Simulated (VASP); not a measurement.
# CaO (I4/mmm) in VASP: single point with HSE06

Aim: the single point of CaO with HSE06.

All numbers are computed with VASP 6.6.1; they aren't measurements. Logs are shortened: lines on timing, memory, paths and dates and some standing lists are left out, and cuts for length are marked.

## Step 1: The cell of the first run

The structure is tetragonal, space group I4/mmm (No. 139). Conventional cell: a = 3.193 Å, b = 3.193 Å, c = 4.795 Å, α = 90.00°, β = 90.00°, γ = 90.00°. Ca (site symmetry 4/mmm) has 6 O at 2.26 to 2.40 Å within 3.0 Å. O (site symmetry 4/mmm) has 6 Ca at 2.26 to 2.40 Å within 3.0 Å.

## Step 2: Single point, HSE06 (biaxial xy strain -5.8%)

File POSCAR:

```
CaO
1.0
    0.0000000000      2.2580126938      2.3975501103
    2.2580126938      0.0000000000      2.3975501103
    2.2580126938      2.2580126938      0.0000000000
Ca O
1 1
Direct
    0.0000000000      0.0000000000      0.0000000000
    0.5000000000      0.5000000000      0.5000000000
```

File INCAR.step1:

```
SYSTEM = CaO
ALGO = Normal ; EDIFF = 1E-5
ENCUT = 520 ; GGA = PE
ISIF = 2 ; ISMEAR = 0
LASPH = .TRUE. ; LREAL = .FALSE.
LWAVE = .TRUE. ; NBANDS = 15
NELM = 60 ; PREC = Accurate
SIGMA = 0.01
```

File INCAR.step2:

```
SYSTEM = CaO
ALGO = Normal ; EDIFF = 1E-7
ENCUT = 520 ; GGA = PE
HFSCREEN = 0.2079 ; ISIF = 2
ISMEAR = 0 ; ISTART = 1
LASPH = .TRUE. ; LCHARG = .TRUE.
LELF = .TRUE. ; LHFCALC = .TRUE.
LREAL = .FALSE. ; LVHAR = .TRUE.
LWAVE = .FALSE. ; NBANDS = 15
NELM = 60 ; PREC = Accurate
PRECFOCK = Normal ; SIGMA = 0.01
```

File KPOINTS:

```
k-points
0
G
  6 6 6
  0 0 0
```

Potentials or basis: VASP PAW PBE potentials, release 64 (Ca_sv, O).

The run is started by

```
$ cat potpaw_PBE.64/Ca_sv/POTCAR potpaw_PBE.64/O/POTCAR > POTCAR
$ cp INCAR.step1 INCAR
$ mpirun -np 1 vasp_std > vasp.out
$ cp INCAR.step2 INCAR
$ mpirun -np 1 vasp_std > vasp.out
```

OUTCAR:

```text
SYSTEM = CaO
   EDIFF = 1E-7
   ENCUT = 520
   GGA = PE
   HFSCREEN = 0.2079
   ISIF = 2
   ISMEAR = 0
   ISTART = 1
   LASPH = .TRUE.
   LHFCALC = .TRUE.
   LREAL = .FALSE.
   NELM = 60
   PREC = Accurate
   PRECFOCK = Normal

 ion  position               nearest neighbor table
   1  0.000  0.000  0.000-   2 2.26   2 2.26   2 2.26   2 2.26   2 2.40   2 2.40
   2  0.500  0.500  0.500-   1 2.26   1 2.26   1 2.26   1 2.26   1 2.40   1 2.40

  LATTYP: Found a body centered tetragonal cell.
 ALAT       =     3.1933121756
 C/A-ratio  =     1.5016070954

  Lattice vectors:

 A1 = (  -2.2580126938,   0.0000000000,   2.3975501103)
 A2 = (   2.2580126938,   0.0000000000,   2.3975501103)
 A3 = (   0.0000000000,   2.2580126938,  -2.3975501103)

Analysis of symmetry for initial positions (statically):
=====================================================================
 Subroutine PRICEL returns:
 Original cell was already a primitive cell.

 Routine SETGRP: Setting up the symmetry group for a
 body centered tetragonal supercell.

 Subroutine GETGRP returns: Found 16 space group operations
 (whereof 16 operations were pure point group operations)
 out of a pool of 16 trial point group operations.

The static configuration has the point symmetry D_4h.

Analysis of symmetry for dynamics (positions and initial velocities):
=====================================================================
 Subroutine PRICEL returns:
 Original cell was already a primitive cell.

 Routine SETGRP: Setting up the symmetry group for a
 body centered tetragonal supercell.

 Subroutine GETGRP returns: Found 16 space group operations
 (whereof 16 operations were pure point group operations)
 out of a pool of 16 trial point group operations.

The dynamic configuration has the point symmetry D_4h.

 Subroutine INISYM returns: Found 16 space group operations
 (whereof 16 operations are pure point group operations),
 and found     1 'primitive' translations

----------------------------------------------------------------------------------------

                                     Primitive cell

  volume of cell :      24.4484

  direct lattice vectors                    reciprocal lattice vectors
     0.000000000  2.258012694  2.397550110    -0.221433653  0.221433653  0.208546215
     2.258012694  0.000000000  2.397550110     0.221433653 -0.221433653  0.208546215
     2.258012694  2.258012694  0.000000000     0.221433653  0.221433653 -0.208546215

  length of vectors
     3.293458343  3.293458343  3.193312176     0.376240946  0.376240946  0.376240946

  position of ions in fractional coordinates (direct lattice)
     0.000000000  0.000000000  0.000000000
     0.500000000  0.500000000  0.500000000

  ion indices of the primitive-cell ions
   primitive index   ion index
                 1           1
                 2           2

----------------------------------------------------------------------------------------

 KPOINTS: k-points

Automatic generation of k-mesh.
 Grid dimensions read from file:
 generate k-points for:    6    6    6

 Generating k-lattice:

  Cartesian coordinates                     Fractional coordinates (reciprocal lattice)
    -0.036905609  0.036905609  0.034757702     0.166666667 -0.000000000  0.000000000
     0.036905609 -0.036905609  0.034757702    -0.000000000  0.166666667  0.000000000
     0.036905609  0.036905609 -0.034757702     0.000000000  0.000000000  0.166666667

  Length of vectors
     0.062706824  0.062706824  0.062706824

  Shift w.r.t. Gamma in fractional coordinates (k-lattice)
     0.000000000  0.000000000  0.000000000

 Subroutine IBZKPT returns following result:
 ===========================================

 Found     30 irreducible k-points:

 Following reciprocal coordinates:
            Coordinates               Weight
  0.000000  0.000000  0.000000      1.000000
  0.166667 -0.000000  0.000000      8.000000
  0.333333  0.000000  0.000000      8.000000
  0.500000  0.000000  0.000000      4.000000
  0.166667  0.166667  0.000000      2.000000
  0.333333  0.166667  0.000000      8.000000
[... 16 lines left out ...]
  0.333333  0.000000  0.333333      4.000000
  0.500000 -0.000000  0.333333     16.000000
 [... further k-points ...]
   k-points           NKPTS =     30   k-points in BZ     NKDIM =    216   number of bands    NBANDS=     15
   number of dos      NEDOS =    301   number of ions     NIONS =      2
   total plane-waves  NPLWV =  13824
   dimension x,y,z NGX =    24 NGY =   24 NGZ =   24
   dimension x,y,z NGXF=    48 NGYF=   48 NGZF=   48
   ions per type =               1   1
   NGX,Y,Z   is equivalent  to a cutoff of  12.11, 12.11, 12.49 a.u.
   NGXF,Y,Z  is equivalent  to a cutoff of  24.23, 24.23, 24.99 a.u.
 SYSTEM =  CaO
   PREC   = accura    normal or accurate (medium, high low for compatibility)
   ISTART =      1    job   : 0-new  1-cont  2-samecut
   ICHARG =      0    charge: 1-file 2-atom 10-const
   ISPIN  =      1    spin polarized calculation?
   LNONCOLLINEAR =      F non collinear calculations
   LSORBIT =      F    spin-orbit coupling
   LASPH  =      T    aspherical Exc in radial PAW
   ENCUT  =  520.0 eV  38.22 Ry    6.18 a.u.   6.12  6.12  5.94*2*pi/ulx,y,z
   NELM   =     60;   NELMIN=  2; NELMDL=  0     # of ELM steps
   EDIFF  = 0.1E-06   stopping-criterion for ELM
   LREAL  =      F    real-space projection
   EDIFFG = 0.1E-05   stopping-criterion for IOM
   NSW    =      0    number of steps for IOM
   IBRION =     -1    ionic relax: 0-MD 1-quasi-New 2-CG
   NFREE  =      0    steps in history (QN), initial steepest desc. (CG)
   ISIF   =      2    stress and relaxation
   ISYM   =      3    0-nonsym 1-usesym 2-fastsym
   POTIM  = 0.5000    time-step for ionic-motion
   TEBEG  =    0.0;   TEEND  =   0.0 temperature during run
   PSTRESS=    0.0 pullay stress
   NELECT =      16.0000    total number of electrons
   NUPDOWN=      -1.0000    fix difference up-down
   EMIN   =  10.00;   EMAX   =-10.00  energy-range for DOS
   EFERMI =   0.00;   METHOD = LEGACY
   ISMEAR =     0;   SIGMA  =   0.01  broadening in eV -4-tet -1-fermi 0-gaus
   EFERMI_NEDOS =   21; number of points for ismear=-14 and -15
   IALGO  =     38    algorithm
   IMIX   =      1    mixing-type and parameters
     AMIX     =   0.40;   BMIX     =  1.00
     AMIX_MAG =   1.60;   BMIX_MAG =  1.00
  volume/ion in A,a.u.               =      12.22        82.49
  Fermi-wavevector in a.u.,A,eV,Ry     =   1.421340  2.685943 27.486594  2.020208
  Thomas-Fermi vector in A             =   2.542160
   LORBIT       =      0    0 simple, 1 ext, 2 COOP (PROOUT), +10 PAW based schemes
   GGA     = PE    functional components
   LHFCALC =     T    Hartree Fock is set to
   PRECFOCK=normal    Normal, Fast or Accurate (Low or Medium for compatibility)
   ENCUT4O =  -1.0   cutoff for four orbital integrals eV
   NKREDX  =     1    reduce k-point grid by
   NKREDY  =     1    reduce k-point grid by
   NKREDZ  =     1    reduce k-point grid by
   AEXX    =    0.2500 exact exchange contribution
   HFSCREEN=    0.2079 screening length (either q_TF or 0.3 A-1)
   HFSCREENC=   0.2079 screening length for correlation (either q_TF or 0.3 A-1)
   ENCUTFOCK=  -1.0 apply spherical cutoff to Coloumb kernel
   IVDW    =     0    specifies the selected vdW correction
   LEPSILON=     F    determine dielectric tensor
   LRPA    =     F    only Hartree local field effects (RPA)
 non-spin polarized calculation
 Gauss-broadening in eV      SIGMA  =   0.01
  energy-cutoff  :      520.00
  volume of cell :       24.45
 maximum number of plane-waves:       668
  NGX = 20; NGY = 20; NGZ = 18

 number of electron      16.0000005 magnetization

 Free energy of the ion-electron system (eV)
  ---------------------------------------------------
  ext. energy  EPLUGINS =         0.00000000
  ---------------------------------------------------
  free energy    TOTEN  =       -14.63989118 eV

  energy without entropy =      -14.63989118  energy(sigma->0) =      -14.63989118

 E-fermi :   2.2500     XC(G=0):  -9.1091

 val. band max:        2.0947694324   @ k =   0.0000   0.0000   0.0000
 cond. band min:       7.2204234166   @ k =   0.5000   0.0000   0.5000
 fundamental gap:      5.1256539841
 Fermi energy:         2.2499961226

 k-point     1 :       0.0000    0.0000    0.0000
  band No.  band energies     occupation
      1     -37.6257      2.00000
      2     -16.8055      2.00000
      3     -16.7909      2.00000
      4     -16.7908      2.00000
      5     -15.2740      2.00000
      6       1.9261      2.00000
      7       2.0948      2.00000
      8       2.0948      2.00000
      9       9.2321      0.00000
     10      10.2203      0.00000
     11      10.7411      0.00000
     12      10.7411      0.00000
     13      12.3354      0.00000
     14      12.7376      0.00000
     15      19.6233      0.00000

 k-point     2 :       0.1667   -0.0000    0.0000
  band No.  band energies     occupation
      1     -37.5790      2.00000
      2     -17.6053      2.00000
      3     -16.8331      2.00000
      4     -16.7945      2.00000
      5     -14.4463      2.00000
      6       1.0605      2.00000
      7       1.5471      2.00000
      8       1.6139      2.00000
      9      10.3278      0.00000
     10      10.5633      0.00000
     11      11.0623      0.00000
     12      11.2857      0.00000
     13      13.1675      0.00000
     14      13.6107      0.00000
     15      20.9595      0.00000

 k-point     3 :       0.3333    0.0000    0.0000
  band No.  band energies     occupation
      1     -37.4840      2.00000
      2     -18.5404      2.00000
      3     -16.8940      2.00000
      4     -16.8012      2.00000
      5     -13.4676      2.00000
      6      -0.4660      2.00000
      7       0.7928      2.00000
      8       0.7954      2.00000
      9      10.9725      0.00000
     10      12.4360      0.00000
     11      12.5781      0.00000
     12      12.5917      0.00000
     13      14.8000      0.00000
     14      15.4003      0.00000
     15      21.0600      0.00000

 k-point     4 :       0.5000    0.0000    0.0000
  band No.  band energies     occupation
      1     -37.4356      2.00000
      2     -18.8993      2.00000
      3     -16.9241      2.00000
      4     -16.8043      2.00000
      5     -13.0802      2.00000
      6      -1.1251      2.00000
      7       0.4367      2.00000
      8       0.4654      2.00000
      9      11.7408      0.00000
     10      13.1489      0.00000
     11      13.3870      0.00000
     12      13.4748      0.00000
     13      15.6689      0.00000
     14      16.4705      0.00000
     15      20.5389      0.00000
[... 307 lines left out ...]
 k-point    22 :      -0.3333    0.5000    0.1667
  band No.  band energies     occupation
      1     -37.3986      2.00000
      2     -17.6761      2.00000
      3     -17.6063      2.00000
      4     -17.2704      2.00000
      5     -14.2041      2.00000
      6       0.5045      2.00000
      7       0.6730      2.00000
      8       1.2900      2.00000
      9       9.2338      0.00000
     10      12.5191      0.00000
     11      13.4680      0.00000
     12      14.8296      0.00000
     13      15.1683      0.00000
     14      18.2579      0.00000
     15      19.4396      0.00000

 k-point    23 :       0.3333    0.0000    0.3333
  band No.  band energies     occupation
      1     -37.4303      2.00000
      2     -18.0264      2.00000
      3     -17.1440      2.00000
      4     -17.0500      2.00000
      5     -14.3114      2.00000
      6       0.0910      2.00000
      7       1.5027      2.00000
      8       1.6846      2.00000
      9       7.8624      0.00000
     10      11.9855      0.00000
     11      13.7097      0.00000
     12      14.0487      0.00000
     13      14.1580      0.00000
     14      16.4803      0.00000
     15      22.5868      0.00000

 k-point    24 :       0.5000   -0.0000    0.3333
  band No.  band energies     occupation
      1     -37.3842      2.00000
      2     -18.0063      2.00000
      3     -17.3325      2.00000
      4     -17.1088      2.00000
      5     -14.4191      2.00000
      6       0.5229      2.00000
      7       1.0587      2.00000
      8       1.3315      2.00000
      9       8.2696      0.00000
     10      13.0079      0.00000
     11      13.9371      0.00000
     12      14.4483      0.00000
     13      14.7023      0.00000
     14      17.3921      0.00000
     15      20.2099      0.00000

 [... further k-points ...]

------------------------ aborting loop because EDIFF is reached ----------------------------------------

  FORCE on cell =-STRESS in cart. coord.  units (eV):
  Direction    XX          YY          ZZ          XY          YZ          ZX
  --------------------------------------------------------------------------------------
  -------------------------------------------------------------------------------------
  Total        4.0371612      4.0371612      1.3958582      0.0000000     -0.0000000      0.0000000
  in kB      264.5673404    264.5673404     91.4747954      0.0000000     -0.0000000      0.0000000
  external PRESSURE =     206.8698254 kB  Pullay stress =       0.0000000 kB

 VOLUME and BASIS-vectors are now :
 -----------------------------------------------------------------------------
  energy-cutoff  :      520.00
  volume of cell :       24.45
      direct lattice vectors                 reciprocal lattice vectors
     0.000000000  2.258012694  2.397550110    -0.221433653  0.221433653  0.208546215
     2.258012694  0.000000000  2.397550110     0.221433653 -0.221433653  0.208546215
     2.258012694  2.258012694  0.000000000     0.221433653  0.221433653 -0.208546215

 POSITION                                       TOTAL-FORCE (eV/Angst)
 -----------------------------------------------------------------------------------
      0.00000      0.00000      0.00000         0.000000      0.000000     -0.000000
      2.25801      2.25801      2.39755         0.000000      0.000000      0.000000
 -----------------------------------------------------------------------------------
    total drift:                               -0.000000     -0.000000     -0.000000

  FREE ENERGIE OF THE ION-ELECTRON SYSTEM (eV)
  ---------------------------------------------------
  free  energy   TOTEN  =       -14.6398911753 eV

  energy  without entropy=      -14.6398911753  energy(sigma->0) =      -14.63989118
```

Run time: 38 min. Hardware: 1 thread of Intel Xeon Platinum 8375C at 2.90GHz (Ice Lake), shared host; peak memory 0.26 GiB.

Results:

| Quantity | Value |
| --- | --- |
| Free energy | -14.6399 eV |
| Pressure | 20.7 GPa |
| Band gap on the k mesh | 5.13 eV (least direct gap 5.51 eV) |

Levels at points of the mesh, in eV from the valence-band top:
```csv
k point,band 4,band 5,band 6,band 7,band 8,band 9,band 10,band 11,band 12,band 13
"(0.00, 0.00, 0.00)",-18.89,-17.37,-0.17,0.00,0.00,7.14,8.13,8.65,8.65,10.24
"(0.50, 0.00, 0.00)",-18.90,-15.18,-3.22,-1.66,-1.63,9.65,11.05,11.29,11.38,13.57
"(0.50, 0.50, 0.00)",-19.19,-17.13,-1.66,-0.32,-0.32,5.34,11.15,11.86,12.80,12.80
"(0.50, 0.00, 0.50)",-19.23,-17.14,-1.24,-0.57,-0.39,5.13,11.01,12.06,12.52,13.12
```

Caveat: the cell differs from its parent crystal (biaxial xy strain -5.8%); the stress differs along the axes, from 9 to 26 GPa; the PAW data sets were made with another functional, which shifts forces and pressure a little. A k mesh can miss the band edges.
